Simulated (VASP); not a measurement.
# CsI (Pm-3m) in VASP: further runs, part 2 of 2

VASP 6.6.1. The steps go on from the part before.

## Step 4: Single point, PBE (volume scaled by 1.06)

File INCAR:

```
SYSTEM = CsI
ALGO = Normal ; EDIFF = 1E-6
ENCUT = 500 ; GGA = PE
GGA_COMPAT = .False. ; ISIF = 2
ISMEAR = 0 ; LASPH = .True.
LCHARG = .False. ; LREAL = .False.
LWAVE = .False. ; NBANDS = 15
NELM = 120 ; PREC = Accurate
SIGMA = 0.02
```

File KPOINTS:

```
k-points
0
Gamma
  6 6 6
  0 0 0
```

File POSCAR:

```
CsI
1.0
    4.7575299560      0.0000000000      0.0000000000
    0.0000000000      4.7575299560      0.0000000000
    0.0000000000      0.0000000000      4.7575299560
Cs I
1 1
Direct
    0.0000000000      0.0000000000      0.0000000000
    0.5000000000      0.5000000000      0.5000000000
```

Potentials or basis: VASP PAW PBE potentials, release 64 (Cs_sv, I).

On the command line:

```bash
$ cat potpaw_PBE.64/Cs_sv/POTCAR potpaw_PBE.64/I/POTCAR > POTCAR
$ mpirun -np 1 vasp_std > vasp.out
```

OUTCAR:

```text
SYSTEM = CsI
   EDIFF = 1E-6
   ENCUT = 500
   GGA = PE
   ISIF = 2
   ISMEAR = 0
   LASPH = .True.
   LREAL = .False.
   NELM = 120
   PREC = Accurate

 ion  position               nearest neighbor table
   1  0.000  0.000  0.000-
   2  0.500  0.500  0.500-

  LATTYP: Found a simple cubic cell.
 ALAT       =     4.7575299560

  Lattice vectors:

 A1 = (   4.7575299560,   0.0000000000,   0.0000000000)
 A2 = (   0.0000000000,   4.7575299560,   0.0000000000)
 A3 = (   0.0000000000,   0.0000000000,   4.7575299560)

Analysis of symmetry for initial positions (statically):
=====================================================================
 Subroutine PRICEL returns:
 Original cell was already a primitive cell.

 Routine SETGRP: Setting up the symmetry group for a
 simple cubic supercell.

 Subroutine GETGRP returns: Found 48 space group operations
 (whereof 48 operations were pure point group operations)
 out of a pool of 48 trial point group operations.

The static configuration has the point symmetry O_h .

Analysis of symmetry for dynamics (positions and initial velocities):
=====================================================================
 Subroutine PRICEL returns:
 Original cell was already a primitive cell.

 Routine SETGRP: Setting up the symmetry group for a
 simple cubic supercell.

 Subroutine GETGRP returns: Found 48 space group operations
 (whereof 48 operations were pure point group operations)
 out of a pool of 48 trial point group operations.

The dynamic configuration has the point symmetry O_h .

 Subroutine INISYM returns: Found 48 space group operations
 (whereof 48 operations are pure point group operations),
 and found     1 'primitive' translations

----------------------------------------------------------------------------------------

                                     Primitive cell

  volume of cell :     107.6824

  direct lattice vectors                    reciprocal lattice vectors
     4.757529956  0.000000000  0.000000000     0.210193106  0.000000000  0.000000000
     0.000000000  4.757529956  0.000000000     0.000000000  0.210193106  0.000000000
     0.000000000  0.000000000  4.757529956     0.000000000  0.000000000  0.210193106

  length of vectors
     4.757529956  4.757529956  4.757529956     0.210193106  0.210193106  0.210193106

  position of ions in fractional coordinates (direct lattice)
     0.000000000  0.000000000  0.000000000
     0.500000000  0.500000000  0.500000000

  ion indices of the primitive-cell ions
   primitive index   ion index
                 1           1
                 2           2

----------------------------------------------------------------------------------------

 KPOINTS: k-points

Automatic generation of k-mesh.
 Grid dimensions read from file:
 generate k-points for:    6    6    6

 Generating k-lattice:

  Cartesian coordinates                     Fractional coordinates (reciprocal lattice)
     0.035032184  0.000000000  0.000000000     0.166666667  0.000000000  0.000000000
     0.000000000  0.035032184  0.000000000     0.000000000  0.166666667  0.000000000
     0.000000000  0.000000000  0.035032184     0.000000000  0.000000000  0.166666667

  Length of vectors
     0.035032184  0.035032184  0.035032184

  Shift w.r.t. Gamma in fractional coordinates (k-lattice)
     0.000000000  0.000000000  0.000000000

 Subroutine IBZKPT returns following result:
 ===========================================

 Found     20 irreducible k-points:

 Following reciprocal coordinates:
            Coordinates               Weight
  0.000000  0.000000  0.000000      1.000000
  0.166667  0.000000  0.000000      6.000000
  0.333333  0.000000  0.000000      6.000000
  0.500000  0.000000  0.000000      3.000000
  0.166667  0.166667  0.000000     12.000000
  0.333333  0.166667  0.000000     24.000000
[... 12 lines left out ...]
  0.500000  0.500000  0.333333      6.000000
  0.500000  0.500000  0.500000      1.000000
   k-points           NKPTS =     20   k-points in BZ     NKDIM =     20   number of bands    NBANDS=     15
   number of dos      NEDOS =    301   number of ions     NIONS =      2
   total plane-waves  NPLWV =  46656
   dimension x,y,z NGX =    36 NGY =   36 NGZ =   36
   dimension x,y,z NGXF=    72 NGYF=   72 NGZF=   72
   ions per type =               1   1
   NGX,Y,Z   is equivalent  to a cutoff of  12.58, 12.58, 12.58 a.u.
   NGXF,Y,Z  is equivalent  to a cutoff of  25.16, 25.16, 25.16 a.u.
 SYSTEM =  CsI
   PREC   = accura    normal or accurate (medium, high low for compatibility)
   ISTART =      0    job   : 0-new  1-cont  2-samecut
   ICHARG =      2    charge: 1-file 2-atom 10-const
   ISPIN  =      1    spin polarized calculation?
   LNONCOLLINEAR =      F non collinear calculations
   LSORBIT =      F    spin-orbit coupling
   LASPH  =      T    aspherical Exc in radial PAW
   ENCUT  =  500.0 eV  36.75 Ry    6.06 a.u.   8.67  8.67  8.67*2*pi/ulx,y,z
   NELM   =    120;   NELMIN=  2; NELMDL= -5     # of ELM steps
   EDIFF  = 0.1E-05   stopping-criterion for ELM
   LREAL  =      F    real-space projection
   EDIFFG = 0.1E-04   stopping-criterion for IOM
   NSW    =      0    number of steps for IOM
   IBRION =     -1    ionic relax: 0-MD 1-quasi-New 2-CG
   NFREE  =      0    steps in history (QN), initial steepest desc. (CG)
   ISIF   =      2    stress and relaxation
   ISYM   =      2    0-nonsym 1-usesym 2-fastsym
   POTIM  = 0.5000    time-step for ionic-motion
   TEBEG  =    0.0;   TEEND  =   0.0 temperature during run
   PSTRESS=    0.0 pullay stress
   NELECT =      16.0000    total number of electrons
   NUPDOWN=      -1.0000    fix difference up-down
   EMIN   =  10.00;   EMAX   =-10.00  energy-range for DOS
   EFERMI =   0.00;   METHOD = LEGACY
   ISMEAR =     0;   SIGMA  =   0.02  broadening in eV -4-tet -1-fermi 0-gaus
   EFERMI_NEDOS =   21; number of points for ismear=-14 and -15
   IALGO  =     38    algorithm
   IMIX   =      4    mixing-type and parameters
     AMIX     =   0.40;   BMIX     =  1.00
     AMIX_MAG =   1.60;   BMIX_MAG =  1.00
  volume/ion in A,a.u.               =      53.84       363.34
  Fermi-wavevector in a.u.,A,eV,Ry     =   0.867095  1.638572 10.229589  0.751854
  Thomas-Fermi vector in A             =   1.985579
   LORBIT       =      0    0 simple, 1 ext, 2 COOP (PROOUT), +10 PAW based schemes
   GGA     = PE    functional components
   LHFCALC =     F    Hartree Fock is set to
   AEXX    =    0.0000 exact exchange contribution
   IVDW    =     0    specifies the selected vdW correction
   LEPSILON=     F    determine dielectric tensor
   LRPA    =     F    only Hartree local field effects (RPA)
 non-spin polarized calculation
 Gauss-broadening in eV      SIGMA  =   0.02
  energy-cutoff  :      500.00
  volume of cell :      107.68
 maximum number of plane-waves:      2800
 NGX is ok and might be reduce to    36
   NGX = 17   NGY = 17   NGZ = 17

 number of electron      15.9999996 magnetization

 Free energy of the ion-electron system (eV)
  ---------------------------------------------------
  ext. energy  EPLUGINS =         0.00000000
  ---------------------------------------------------
  free energy    TOTEN  =        -5.43402668 eV

  energy without entropy =       -5.43402668  energy(sigma->0) =       -5.43402668

 E-fermi :   0.2456     XC(G=0):  -7.2556

 val. band max:        0.1390055791   @ k =   0.5000   0.5000   0.0000
 cond. band min:       3.6543550832   @ k =   0.0000   0.0000   0.0000
 fundamental gap:      3.5153495040
 Fermi energy:         0.2456441944

 k-point     1 :       0.0000    0.0000    0.0000
  band No.  band energies     occupation
      1     -20.4310      2.00000
      2     -10.3462      2.00000
      3      -7.1451      2.00000
      4      -7.1451      2.00000
      5      -7.1451      2.00000
      6       0.0397      2.00000
      7       0.0397      2.00000
      8       0.0397      2.00000
      9       3.6544      0.00000
     10       4.4708      0.00000
     11       4.4708      0.00000
     12       7.6243      0.00000
     13       7.6243      0.00000
     14       7.6243      0.00000
[... 329 lines left out ...]
      2     -10.1536      2.00000
      3      -7.3224      2.00000
      4      -7.3224      2.00000
      5      -7.3224      2.00000
      6      -0.8955      2.00000
      7      -0.8955      2.00000
      8      -0.8955      2.00000
      9       6.9424      0.00000
     10       6.9424      0.00000
     11       6.9424      0.00000
     12       7.4554      0.00000
     13       7.4554      0.00000
     14       7.4554      0.00000
     15       9.3094      0.00000

------------------------ aborting loop because EDIFF is reached ----------------------------------------

  FORCE on cell =-STRESS in cart. coord.  units (eV):
  Direction    XX          YY          ZZ          XY          YZ          ZX
  --------------------------------------------------------------------------------------
  -------------------------------------------------------------------------------------
  Total       -0.3202320     -0.3202320     -0.3202320     -0.0000000      0.0000000     -0.0000000
  in kB       -4.7646467     -4.7646467     -4.7646467     -0.0000000      0.0000000     -0.0000000
  external PRESSURE =      -4.7646467 kB  Pullay stress =       0.0000000 kB

 VOLUME and BASIS-vectors are now :
 -----------------------------------------------------------------------------
  energy-cutoff  :      500.00
  volume of cell :      107.68
      direct lattice vectors                 reciprocal lattice vectors
     4.757529956  0.000000000  0.000000000     0.210193106  0.000000000  0.000000000
     0.000000000  4.757529956  0.000000000     0.000000000  0.210193106  0.000000000
     0.000000000  0.000000000  4.757529956     0.000000000  0.000000000  0.210193106

 POSITION                                       TOTAL-FORCE (eV/Angst)
 -----------------------------------------------------------------------------------
      0.00000      0.00000      0.00000         0.000000      0.000000      0.000000
      2.37876      2.37876      2.37876         0.000000      0.000000      0.000000
 -----------------------------------------------------------------------------------
    total drift:                               -0.000000      0.000000      0.000000

  FREE ENERGIE OF THE ION-ELECTRON SYSTEM (eV)
  ---------------------------------------------------
  free  energy   TOTEN  =        -5.4340266758 eV

  energy  without entropy=       -5.4340266758  energy(sigma->0) =       -5.43402668
```

It took 26 s on 1 thread of Intel Xeon 6975P-C, shared host; peak memory 0.21 GiB.

Results:

- Free energy: -5.4340 eV
- Pressure: -0.5 GPa
- Band gap on the k mesh: 3.52 eV, indirect (least direct gap 3.61 eV)

Caveat: spin-orbit coupling is left out, which moves the levels of the heavy elements.

## Step 5: Single point, PBE (volume scaled by 1.10)

File INCAR:

```
PREC = Accurate ; ENCUT = 500
EDIFF = 1E-6 ; ISMEAR = 0
SIGMA = 0.02 ; LREAL = F
LASPH = T ; NELM = 120
ALGO = Normal ; ISIF = 2
LWAVE = F ; LCHARG = F
GGA = PE ; NBANDS = 15
GGA_COMPAT = F
```

File KPOINTS:

```
regular mesh
0
Gamma
  6 6 6
```

File POSCAR:

```
CsI
1.0
    4.8166357506      0.0000000000      0.0000000000
    0.0000000000      4.8166357506      0.0000000000
    0.0000000000      0.0000000000      4.8166357506
Cs I
1 1
Direct
    0.0000000000      0.0000000000      0.0000000000
    0.5000000000      0.5000000000      0.5000000000
```

Potentials or basis: VASP PAW PBE potentials, release 64 (Cs_sv, I).

On the command line:

```bash
$ cat potpaw_PBE.64/Cs_sv/POTCAR potpaw_PBE.64/I/POTCAR > POTCAR
$ mpirun -np 1 vasp_std > vasp.out
```

OUTCAR:

```text
PREC = Accurate
   ENCUT = 500
   EDIFF = 1E-6
   ISMEAR = 0
   LREAL = F
   LASPH = T
   NELM = 120
   ISIF = 2
   GGA = PE

 ion  position               nearest neighbor table
   1  0.000  0.000  0.000-
   2  0.500  0.500  0.500-

  LATTYP: Found a simple cubic cell.
 ALAT       =     4.8166357506

  Lattice vectors:

 A1 = (   4.8166357506,   0.0000000000,   0.0000000000)
 A2 = (   0.0000000000,   4.8166357506,   0.0000000000)
 A3 = (   0.0000000000,   0.0000000000,   4.8166357506)

Analysis of symmetry for initial positions (statically):
=====================================================================
 Subroutine PRICEL returns:
 Original cell was already a primitive cell.

 Routine SETGRP: Setting up the symmetry group for a
 simple cubic supercell.

 Subroutine GETGRP returns: Found 48 space group operations
 (whereof 48 operations were pure point group operations)
 out of a pool of 48 trial point group operations.

The static configuration has the point symmetry O_h .

Analysis of symmetry for dynamics (positions and initial velocities):
=====================================================================
 Subroutine PRICEL returns:
 Original cell was already a primitive cell.

 Routine SETGRP: Setting up the symmetry group for a
 simple cubic supercell.

 Subroutine GETGRP returns: Found 48 space group operations
 (whereof 48 operations were pure point group operations)
 out of a pool of 48 trial point group operations.

The dynamic configuration has the point symmetry O_h .

 Subroutine INISYM returns: Found 48 space group operations
 (whereof 48 operations are pure point group operations),
 and found     1 'primitive' translations

----------------------------------------------------------------------------------------

                                     Primitive cell

  volume of cell :     111.7459
[... 111 lines left out ...]
   AEXX    =    0.0000 exact exchange contribution
   IVDW    =     0    specifies the selected vdW correction
   LEPSILON=     F    determine dielectric tensor
   LRPA    =     F    only Hartree local field effects (RPA)
 non-spin polarized calculation
 Gauss-broadening in eV      SIGMA  =   0.02
  energy-cutoff  :      500.00
  volume of cell :      111.75
 maximum number of plane-waves:      2897
 NGX is ok and might be reduce to    36
   NGX = 17   NGY = 17   NGZ = 17

 number of electron      16.0000004 magnetization

 Free energy of the ion-electron system (eV)
  ---------------------------------------------------
  ext. energy  EPLUGINS =         0.00000000
  ---------------------------------------------------
  free energy    TOTEN  =        -5.41889508 eV

  energy without entropy =       -5.41889508  energy(sigma->0) =       -5.41889508

 E-fermi :   0.0761     XC(G=0):  -7.1061

 val. band max:       -0.0432030345   @ k =   0.5000   0.5000   0.0000
 cond. band min:       3.3784225791   @ k =   0.0000   0.0000   0.0000
 fundamental gap:      3.4216256136
 Fermi energy:         0.0761163467

 k-point     1 :       0.0000    0.0000    0.0000
  band No.  band energies     occupation
      1     -20.6768      2.00000
      2     -10.4832      2.00000
      3      -7.3940      2.00000
      4      -7.3940      2.00000
      5      -7.3940      2.00000
      6      -0.1429      2.00000
      7      -0.1429      2.00000
      8      -0.1429      2.00000
      9       3.3784      0.00000
     10       4.3211      0.00000
     11       4.3211      0.00000
     12       7.3543      0.00000
     13       7.3543      0.00000
     14       7.3543      0.00000
[... 329 lines left out ...]
      2     -10.3110      2.00000
      3      -7.5528      2.00000
      4      -7.5528      2.00000
      5      -7.5528      2.00000
      6      -1.0057      2.00000
      7      -1.0057      2.00000
      8      -1.0057      2.00000
      9       6.6559      0.00000
     10       6.6559      0.00000
     11       6.6559      0.00000
     12       7.1200      0.00000
     13       7.1200      0.00000
     14       7.1200      0.00000
     15       8.9442      0.00000

------------------------ aborting loop because EDIFF is reached ----------------------------------------

  FORCE on cell =-STRESS in cart. coord.  units (eV):
  Direction    XX          YY          ZZ          XY          YZ          ZX
  --------------------------------------------------------------------------------------
  -------------------------------------------------------------------------------------
  Total       -0.5027643     -0.5027643     -0.5027643      0.0000000     -0.0000000      0.0000000
  in kB       -7.2084788     -7.2084788     -7.2084788      0.0000000     -0.0000000      0.0000000
  external PRESSURE =      -7.2084788 kB  Pullay stress =       0.0000000 kB

 VOLUME and BASIS-vectors are now :
 -----------------------------------------------------------------------------
  energy-cutoff  :      500.00
  volume of cell :      111.75
      direct lattice vectors                 reciprocal lattice vectors
     4.816635751  0.000000000  0.000000000     0.207613789  0.000000000  0.000000000
     0.000000000  4.816635751  0.000000000     0.000000000  0.207613789  0.000000000
     0.000000000  0.000000000  4.816635751     0.000000000  0.000000000  0.207613789

 POSITION                                       TOTAL-FORCE (eV/Angst)
 -----------------------------------------------------------------------------------
      0.00000      0.00000      0.00000         0.000000      0.000000      0.000000
      2.40832      2.40832      2.40832         0.000000      0.000000      0.000000
 -----------------------------------------------------------------------------------
    total drift:                               -0.000000      0.000000      0.000000

  FREE ENERGIE OF THE ION-ELECTRON SYSTEM (eV)
  ---------------------------------------------------
  free  energy   TOTEN  =        -5.4188950834 eV

  energy  without entropy=       -5.4188950834  energy(sigma->0) =       -5.41889508
```

OSZICAR:

```text
N       E                     dE             d eps       ncg     rms          rms(c)
DAV:   1     0.849402167454E+02    0.84940E+02   -0.58165E+03   600   0.839E+02
DAV:   2     0.229119536669E+01   -0.82649E+02   -0.76580E+02   896   0.134E+02
DAV:   3    -0.548239086651E+01   -0.77736E+01   -0.77388E+01   817   0.457E+01
DAV:   4    -0.560021776094E+01   -0.11783E+00   -0.11781E+00   745   0.680E+00
DAV:   5    -0.560157870825E+01   -0.13609E-02   -0.13609E-02   826   0.747E-01    0.155E+00
DAV:   6    -0.544841288095E+01    0.15317E+00   -0.12222E-01   726   0.157E+00    0.106E+00
DAV:   7    -0.541429262208E+01    0.34120E-01   -0.11890E-01   761   0.154E+00    0.647E-01
DAV:   8    -0.541915534107E+01   -0.48627E-02   -0.15795E-02   642   0.672E-01    0.162E-01
DAV:   9    -0.541874266071E+01    0.41268E-03   -0.80419E-04   810   0.133E-01    0.692E-02
DAV:  10    -0.541889811587E+01   -0.15546E-03   -0.37304E-04   628   0.106E-01    0.382E-02
DAV:  11    -0.541889356253E+01    0.45533E-05   -0.69973E-06   768   0.146E-02    0.210E-02
DAV:  12    -0.541889497263E+01   -0.14101E-05   -0.24494E-06   698   0.953E-03    0.825E-03
DAV:  13    -0.541889508335E+01   -0.11073E-06   -0.23507E-06   656   0.866E-03
   1 F= -.54188951E+01 E0= -.54188951E+01  d E =-.546225E-19
```

stdout:

```text
POSCAR found type information on POSCAR CsI
 POSCAR found :  2 types and       2 ions
 scaLAPACK will be used
 LDA part: xc-table for (Slater+PW92), standard interpolation
 POSCAR, INCAR and KPOINTS ok, starting setup
 FFT: planning ... GRIDC
 FFT: planning ... GRID_SOFT
 FFT: planning ... GRID
 WAVECAR not read
 entering main loop
```

Run time: 28 s. Hardware: 1 thread of Intel Xeon 6975P-C, shared host; peak memory 0.22 GiB.

What came out:

```
Free energy            : -5.4189 eV
Pressure               : -0.7 GPa
Band gap on the k mesh : 3.42 eV, indirect (least direct gap 3.52 eV)
```

Caveat: spin-orbit coupling is left out, which moves the levels of the heavy elements. A k mesh can miss the band edges.

## Step 6: Summary

| cell | gap on the mesh (eV) | pressure (GPa) |
| --- | --- | --- |
| a = 4.666 Å, 2 atoms | 3.68 | 0.0 |
| a = 4.712 Å, 2 atoms | 3.59 | -0.2 |
| a = 4.758 Å, 2 atoms | 3.52 | -0.5 |
| a = 4.817 Å, 2 atoms | 3.42 | -0.7 |

Alike in all rows: task single point; level PBE; potentials or basis VASP PAW PBE potentials, release 64 (Cs_sv, I); no spin polarisation; k mesh 6 × 6 × 6; cutoff (eV) 500; smearing gaussian 0.02 eV.

Caveats: spin-orbit coupling is left out, which moves the levels of the heavy elements.

Absolute energies hang on the potentials; compare differences alone.
